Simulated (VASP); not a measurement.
# MgO (I4/mmm) in VASP: single point with PBEsol

Aim: the single point of MgO with PBEsol.

All numbers are computed with VASP 6.6.1; they aren't measurements. Logs are shortened: lines on timing, memory, paths and dates and some standing lists are left out, and cuts for length are marked.

## 1. The cell of the first run

The structure is tetragonal, space group I4/mmm (No. 139). Conventional cell: a = 3.486 Å, b = 3.486 Å, c = 3.204 Å, α = 90.00°, β = 90.00°, γ = 90.00°. Mg (site symmetry 4/mmm) has 2 O at 1.60 Å within 2.1 Å. O (site symmetry 4/mmm) has 2 Mg at 1.60 Å within 2.1 Å.

## 2. Single point, PBEsol

Contents of INCAR:

```
SYSTEM = MgO
  PREC = Accurate
  ENCUT = 750
  EDIFF = 1E-6
  ISMEAR = 0
  SIGMA = 0.05
  LREAL = .FALSE.
  LASPH = .TRUE.
  NELM = 120
  ALGO = Normal
  ISIF = 2
  LWAVE = .FALSE.
  LCHARG = .TRUE.
  GGA = PS
  LELF = .TRUE.
  LVHAR = .TRUE.
  NBANDS = 15
  GGA_COMPAT = .FALSE.
```

Contents of KPOINTS:

```
regular mesh
0
G
  10 10 10
  0 0 0
```

Contents of POSCAR:

```
MgO
1.0
    0.0000000000      2.4648506248      1.6021529061
    2.4648506248      0.0000000000      1.6021529061
    2.4648506248      2.4648506248      0.0000000000
Mg O
1 1
Direct
    0.0000000000      0.0000000000      0.0000000000
    0.5000000000      0.5000000000      0.5000000000
```

Potentials or basis: VASP PAW PBE potentials, release 64 (Mg_sv, O).

Started as:

```sh
> cat potpaw_PBE.64/Mg_sv/POTCAR potpaw_PBE.64/O/POTCAR > POTCAR
> mpirun -np 1 vasp_std > vasp.out
```

OUTCAR:

```text
SYSTEM = MgO
   PREC = Accurate
   ENCUT = 750
   EDIFF = 1E-6
   ISMEAR = 0
   LREAL = .FALSE.
   LASPH = .TRUE.
   NELM = 120
   ISIF = 2
   GGA = PS

 ion  position               nearest neighbor table
   1  0.000  0.000  0.000-   2 1.60   2 1.60
   2  0.500  0.500  0.500-   1 1.60   1 1.60

  LATTYP: Found a body centered tetragonal cell.
 ALAT       =     3.4858251828
 C/A-ratio  =     0.9192388155

  Lattice vectors:

 A1 = (   0.0000000000,  -2.4648506248,  -1.6021529061)
 A2 = (   0.0000000000,   2.4648506248,  -1.6021529061)
 A3 = (   2.4648506248,   0.0000000000,   1.6021529061)

Analysis of symmetry for initial positions (statically):
=====================================================================
 Subroutine PRICEL returns:
 Original cell was already a primitive cell.

 Routine SETGRP: Setting up the symmetry group for a
 body centered tetragonal supercell.

 Subroutine GETGRP returns: Found 16 space group operations
 (whereof 16 operations were pure point group operations)
 out of a pool of 16 trial point group operations.

The static configuration has the point symmetry D_4h.

Analysis of symmetry for dynamics (positions and initial velocities):
=====================================================================
 Subroutine PRICEL returns:
 Original cell was already a primitive cell.

 Routine SETGRP: Setting up the symmetry group for a
 body centered tetragonal supercell.

 Subroutine GETGRP returns: Found 16 space group operations
 (whereof 16 operations were pure point group operations)
 out of a pool of 16 trial point group operations.

The dynamic configuration has the point symmetry D_4h.

 Subroutine INISYM returns: Found 16 space group operations
 (whereof 16 operations are pure point group operations),
 and found     1 'primitive' translations

----------------------------------------------------------------------------------------

                                     Primitive cell

  volume of cell :      19.4677

  direct lattice vectors                    reciprocal lattice vectors
     0.000000000  2.464850625  1.602152906    -0.202852049  0.202852049  0.312080076
     2.464850625  0.000000000  1.602152906     0.202852049 -0.202852049  0.312080076
     2.464850625  2.464850625  0.000000000     0.202852049  0.202852049 -0.312080076

  length of vectors
     2.939792941  2.939792941  3.485825183     0.423900792  0.423900792  0.423900792

  position of ions in fractional coordinates (direct lattice)
     0.000000000  0.000000000  0.000000000
     0.500000000  0.500000000  0.500000000

  ion indices of the primitive-cell ions
   primitive index   ion index
                 1           1
                 2           2

----------------------------------------------------------------------------------------

 KPOINTS: regular mesh

Automatic generation of k-mesh.
 Grid dimensions read from file:
 generate k-points for:   10   10   10

 Generating k-lattice:

  Cartesian coordinates                     Fractional coordinates (reciprocal lattice)
    -0.020285205  0.020285205  0.031208008     0.100000000  0.000000000  0.000000000
     0.020285205 -0.020285205  0.031208008     0.000000000  0.100000000  0.000000000
     0.020285205  0.020285205 -0.031208008     0.000000000  0.000000000  0.100000000

  Length of vectors
     0.042390079  0.042390079  0.042390079

  Shift w.r.t. Gamma in fractional coordinates (k-lattice)
     0.000000000  0.000000000  0.000000000

 Subroutine IBZKPT returns following result:
 ===========================================

 Found    102 irreducible k-points:

 Following reciprocal coordinates:
            Coordinates               Weight
  0.000000  0.000000  0.000000      1.000000
  0.100000 -0.000000  0.000000      8.000000
  0.200000 -0.000000  0.000000      8.000000
  0.300000 -0.000000  0.000000      8.000000
  0.400000  0.000000  0.000000      8.000000
  0.500000  0.000000  0.000000      4.000000
[... 16 lines left out ...]
  0.300000  0.300000  0.000000      2.000000
  0.400000  0.300000  0.000000      8.000000
 [... further k-points ...]
   k-points           NKPTS =    102   k-points in BZ     NKDIM =    102   number of bands    NBANDS=     15
   number of dos      NEDOS =    301   number of ions     NIONS =      2
   total plane-waves  NPLWV =  25088
   dimension x,y,z NGX =    28 NGY =   28 NGZ =   32
   dimension x,y,z NGXF=    56 NGYF=   56 NGZF=   64
   ions per type =               1   1
   NGX,Y,Z   is equivalent  to a cutoff of  15.83, 15.83, 15.26 a.u.
   NGXF,Y,Z  is equivalent  to a cutoff of  31.67, 31.67, 30.52 a.u.
 SYSTEM =  MgO
   PREC   = accura    normal or accurate (medium, high low for compatibility)
   ISTART =      0    job   : 0-new  1-cont  2-samecut
   ICHARG =      2    charge: 1-file 2-atom 10-const
   ISPIN  =      1    spin polarized calculation?
   LNONCOLLINEAR =      F non collinear calculations
   LSORBIT =      F    spin-orbit coupling
   LASPH  =      T    aspherical Exc in radial PAW
   ENCUT  =  750.0 eV  55.12 Ry    7.42 a.u.   6.56  6.56  7.78*2*pi/ulx,y,z
   NELM   =    120;   NELMIN=  2; NELMDL= -5     # of ELM steps
   EDIFF  = 0.1E-05   stopping-criterion for ELM
   LREAL  =      F    real-space projection
   EDIFFG = 0.1E-04   stopping-criterion for IOM
   NSW    =      0    number of steps for IOM
   IBRION =     -1    ionic relax: 0-MD 1-quasi-New 2-CG
   NFREE  =      0    steps in history (QN), initial steepest desc. (CG)
   ISIF   =      2    stress and relaxation
   ISYM   =      2    0-nonsym 1-usesym 2-fastsym
   POTIM  = 0.5000    time-step for ionic-motion
   TEBEG  =    0.0;   TEEND  =   0.0 temperature during run
   PSTRESS=    0.0 pullay stress
   NELECT =      16.0000    total number of electrons
   NUPDOWN=      -1.0000    fix difference up-down
   EMIN   =  10.00;   EMAX   =-10.00  energy-range for DOS
   EFERMI =   0.00;   METHOD = LEGACY
   ISMEAR =     0;   SIGMA  =   0.05  broadening in eV -4-tet -1-fermi 0-gaus
   EFERMI_NEDOS =   21; number of points for ismear=-14 and -15
   IALGO  =     38    algorithm
   IMIX   =      4    mixing-type and parameters
     AMIX     =   0.40;   BMIX     =  1.00
     AMIX_MAG =   1.60;   BMIX_MAG =  1.00
  volume/ion in A,a.u.               =       9.73        65.69
  Fermi-wavevector in a.u.,A,eV,Ry     =   1.533474  2.897846 31.994681  2.351543
  Thomas-Fermi vector in A             =   2.640536
   LORBIT       =      0    0 simple, 1 ext, 2 COOP (PROOUT), +10 PAW based schemes
   GGA     = PS    functional components
   LHFCALC =     F    Hartree Fock is set to
   AEXX    =    0.0000 exact exchange contribution
   IVDW    =     0    specifies the selected vdW correction
   LEPSILON=     F    determine dielectric tensor
   LRPA    =     F    only Hartree local field effects (RPA)
 non-spin polarized calculation
 Gauss-broadening in eV      SIGMA  =   0.05
  energy-cutoff  :      750.00
  volume of cell :       19.47
 maximum number of plane-waves:       920
 NGX is ok and might be reduce to    28
   NGX = 13   NGY = 13   NGZ = 15

 number of electron      16.0000003 magnetization

 Free energy of the ion-electron system (eV)
  ---------------------------------------------------
  ext. energy  EPLUGINS =         0.00000000
  ---------------------------------------------------
  free energy    TOTEN  =        -9.65194531 eV

  energy without entropy =       -9.65194531  energy(sigma->0) =       -9.65194531

 E-fermi :   2.6075     XC(G=0): -11.1190

 val. band max:        2.2903151655   @ k =   0.5000   0.0000   0.5000
 cond. band min:       5.6159965749   @ k =   0.0000   0.0000   0.0000
 fundamental gap:      3.3256814094
 Fermi energy:         2.6075284828

 k-point     1 :       0.0000    0.0000    0.0000
  band No.  band energies     occupation
      1     -68.7289      2.00000
      2     -35.7371      2.00000
      3     -35.6624      2.00000
      4     -35.6624      2.00000
      5     -14.9142      2.00000
      6       1.9860      2.00000
      7       2.2897      2.00000
      8       2.2897      2.00000
      9       5.6160      0.00000
     10      17.3217      0.00000
     11      18.7868      0.00000
     12      18.7868      0.00000
     13      22.7262      0.00000
     14      22.9373      0.00000
     15      22.9373      0.00000

 k-point     2 :       0.1000   -0.0000    0.0000
  band No.  band energies     occupation
      1     -68.7279      2.00000
      2     -35.7467      2.00000
      3     -35.6652      2.00000
      4     -35.6647      2.00000
      5     -14.7794      2.00000
      6       1.5271      2.00000
      7       2.0623      2.00000
      8       2.1431      2.00000
      9       6.2573      0.00000
     10      17.1856      0.00000
     11      17.9353      0.00000
     12      18.7482      0.00000
     13      21.2108      0.00000
     14      23.1079      0.00000
     15      24.0003      0.00000

 k-point     3 :       0.2000   -0.0000    0.0000
  band No.  band energies     occupation
      1     -68.7256      2.00000
      2     -35.7742      2.00000
      3     -35.6711      2.00000
      4     -35.6707      2.00000
      5     -14.4101      2.00000
      6       0.3882      2.00000
      7       1.7826      2.00000
      8       1.8368      2.00000
      9       7.4865      0.00000
     10      15.9509      0.00000
     11      16.4360      0.00000
     12      19.6088      0.00000
     13      20.9173      0.00000
     14      23.4194      0.00000
     15      26.3948      0.00000
[... 343 lines left out ...]
 k-point    23 :       0.3000    0.3000    0.0000
  band No.  band energies     occupation
      1     -68.7173      2.00000
      2     -35.8368      2.00000
      3     -35.6970      2.00000
      4     -35.6970      2.00000
      5     -13.2537      2.00000
      6      -0.8073      2.00000
      7       0.4960      2.00000
      8       0.4960      2.00000
      9      10.7049      0.00000
     10      11.1953      0.00000
     11      17.0205      0.00000
     12      17.0205      0.00000
     13      22.5300      0.00000
     14      25.6074      0.00000
     15      30.1432      0.00000

 k-point    24 :       0.4000    0.3000    0.0000
  band No.  band energies     occupation
      1     -68.7156      2.00000
      2     -35.8258      2.00000
      3     -35.7054      2.00000
      4     -35.7051      2.00000
      5     -13.2225      2.00000
      6      -0.7427      2.00000
      7       0.2293      2.00000
      8       0.2852      2.00000
      9      10.3348      0.00000
     10      12.0470      0.00000
     11      17.1344      0.00000
     12      17.2697      0.00000
     13      23.3706      0.00000
     14      24.3212      0.00000
     15      29.8326      0.00000

 [... further k-points ...]

------------------------ aborting loop because EDIFF is reached ----------------------------------------

  FORCE on cell =-STRESS in cart. coord.  units (eV):
  Direction    XX          YY          ZZ          XY          YZ          ZX
  --------------------------------------------------------------------------------------
  -------------------------------------------------------------------------------------
  Total       -0.9740040     -0.9740040     28.0510187      0.0000000     -0.0000000     -0.0000000
  in kB      -80.1597103    -80.1597103   2308.5753362      0.0000000     -0.0000000     -0.0000000
  external PRESSURE =     716.0853052 kB  Pullay stress =       0.0000000 kB

 VOLUME and BASIS-vectors are now :
 -----------------------------------------------------------------------------
  energy-cutoff  :      750.00
  volume of cell :       19.47
      direct lattice vectors                 reciprocal lattice vectors
     0.000000000  2.464850625  1.602152906    -0.202852049  0.202852049  0.312080076
     2.464850625  0.000000000  1.602152906     0.202852049 -0.202852049  0.312080076
     2.464850625  2.464850625  0.000000000     0.202852049  0.202852049 -0.312080076

 POSITION                                       TOTAL-FORCE (eV/Angst)
 -----------------------------------------------------------------------------------
      0.00000      0.00000      0.00000         0.000000     -0.000000      0.000000
      2.46485      2.46485      1.60215        -0.000000      0.000000      0.000000
 -----------------------------------------------------------------------------------
    total drift:                                0.000000      0.000000      0.000000

  FREE ENERGIE OF THE ION-ELECTRON SYSTEM (eV)
  ---------------------------------------------------
  free  energy   TOTEN  =        -9.6519453129 eV

  energy  without entropy=       -9.6519453129  energy(sigma->0) =       -9.65194531
```

Run time: 30 s. Hardware: 1 thread of AMD EPYC 9R45 (Zen 5), shared host; peak memory 0.16 GiB.

Results:

- Free energy: -9.6519 eV
- Pressure: 71.6 GPa
- Band gap on the k mesh: 3.33 eV

Stress tensor (GPa, compression positive):
```
 -8.02   0.00   0.00
  0.00  -8.02   0.00
  0.00   0.00 230.86
```

Caveat: the cell stands under pressure; the PAW data sets were made with another functional, which shifts forces and pressure a little.
